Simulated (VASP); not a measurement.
Input of a VASP 6.6.1 run:

INCAR

```
SYSTEM = GaN
ALGO = Normal
EDIFF = 1E-6
ENCUT = 520
GGA = PE
ISIF = 2
ISMEAR = 0
LASPH = .TRUE.
LCHARG = .FALSE.
LREAL = .FALSE.
LWAVE = .FALSE.
NBANDS = 16
NELM = 100
PREC = Accurate
SIGMA = 0.05
```

File KPOINTS:

```
k-points
0
G
  10 10 10
  0 0 0
```

The input POSCAR:

```
GaN
1.0
    0.0000000000      2.3098381227      2.3098381227
    2.3098381227      0.0000000000      2.3098381227
    2.3098381227      2.3098381227      0.0000000000
Ga N
1 1
Direct
    0.0000000000      0.0000000000      0.0000000000
    0.7500000000      0.7500000000      0.7500000000
```

Potentials or basis: VASP PAW PBE potentials, release 64 (Ga_d, N).

Launch:

```bash
$ cat potpaw_PBE.64/Ga_d/POTCAR potpaw_PBE.64/N/POTCAR > POTCAR
$ mpirun -np 1 vasp_std > vasp.out
```

Question: What does it give for the band gap on the k mesh?

Answer: 1.25 eV, direct.

Question: What does it give for the pressure?

Answer: -7.1 GPa.

Caveat: the cell differs from its parent crystal (strain +0.025 along x and y, +0.025 along z).
